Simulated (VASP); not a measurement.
Runs of VASP 6.6.1 on Sr. The structure is that of space group Fd-3m (No. 227), or close to it. The cells are those of the table. This isn't the form of Sr at room conditions, which is fcc.

```csv
cell,k mesh,gap on the mesh (eV),pressure (GPa)
"a = 7.130 Å, angles 60.0°, 2 atoms",9 × 9 × 9,none,0.0
"a = 7.034 Å, angles 60.0°, 2 atoms",6 × 6 × 6,none,0.1
"a = 7.315 Å, angles 60.0°, 2 atoms",6 × 6 × 6,none,(a)
"a = 7.404 Å, angles 60.0°, 2 atoms",6 × 6 × 6,none,-0.2
"a = 6.935 Å, angles 60.0°, 2 atoms",6 × 6 × 6,none,0.3
"a = 6.833 Å, angles 60.0°, 2 atoms",6 × 6 × 6,none,(b)
"a = 7.224 Å, angles 60.0°, 2 atoms",6 × 6 × 6,none,0.0
"a = 7.130 Å, angles 60.0°, 2 atoms",6 × 6 × 6,none,0.0
```

Alike in all rows: task single point; level BLYP; potentials or basis VASP PAW PBE potentials, release 64 (Sr_sv); no spin polarisation; cutoff (eV) 520; smearing fermi-dirac 0.1 eV.

Problem. Fill in the values left out.

Solution. (a) -0.1; (b) 0.4.

Caveats: the PAW data sets were made with another functional, which shifts forces and pressure a little.

A k mesh can miss the band edges, and the runs leave out spin-orbit coupling on Sr.

A gap of «none» marks levels without a gap at the run's occupations.
